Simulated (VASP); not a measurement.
Na, 4 atoms in the cell. The structure is cubic, space group P2_13 (No. 198). Conventional cell: a = 5.196 Å, b = 5.196 Å, c = 5.196 Å, α = 90.00°, β = 90.00°, γ = 90.00°. Within 4.2 Å of Na (site symmetry 3) lie 6 Na at 3.18 Å.  This cell differs from its parent crystal: Li replaced by Na, lengths x 1.178, strained.

| Item | Value |
| --- | --- |
| Program | VASP 6.6.1 |
| Task | single point |
| Functional | PBE |
| Potentials or basis | VASP PAW PBE potentials, release 64 (Na_pv) |
| Cutoff | 520 eV |
| k mesh | 4 × 4 × 4 |
| Occupations | gaussian, width 0.1 eV |
| Spin | no spin polarisation |
| Dipole correction | no |
| Further INCAR settings | ALGO = Normal; EDIFF = 1e-06; NBANDS = 22 |

Potentials or basis: VASP PAW PBE potentials, release 64 (Na_pv).

Launch:

```sh
$ cat potpaw_PBE.64/Na_pv/POTCAR > POTCAR
$ mpirun -np 1 vasp_std > vasp.out
```

Hardware: 1 thread of Intel(R) Xeon(R) 6975P-C (Granite Rapids), on a shared host.

**Question.** How long does it take, and how much memory?

**Answer.** It took 11 s on 1 thread of Intel(R) Xeon(R) 6975P-C (Granite Rapids), with other jobs on the host, peak memory 0.23 GiB. Counts: scf iterations 10, k points 11.
